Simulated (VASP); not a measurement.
BaTe:

```
CELL_PARAMETERS angstrom
0.00000 3.91416 3.91416
3.91416 0.00000 3.91416
3.91416 3.91416 0.00000
ATOMIC_POSITIONS crystal
Ba 0.00000 0.00000 0.00000
Te 0.25000 0.25000 0.25000
```

Base run:

* Program: VASP 6.6.1
* Functional: PBE-based screened hybrid with 50 % exact exchange
* Potentials or basis: VASP PAW PBE potentials, release 64 (Ba_sv, Te)
* Cutoff: 520 eV
* k mesh: 4 × 4 × 4
* Occupations: gaussian, width 0.01 eV
* Spin: no spin polarisation

Its results: band gap on the k mesh 4.06 eV (least direct gap 4.49 eV); pressure -0.2 GPa.

Question: The run is repeated on the same cell with these changes: functional from PBE-based screened hybrid with 50 % exact exchange to PBE. What comes out?

Answer: Band gap on the k mesh 2.58 eV (least direct gap 2.92 eV); pressure 0.2 GPa.

Caveats: the structure was generated, so it needn't be the stable form of BaTe; spin-orbit coupling is left out, which moves the levels of the heavy elements; the PAW data sets were made with another functional, which shifts forces and pressure a little (at least some runs).

A k mesh can miss the band edges.
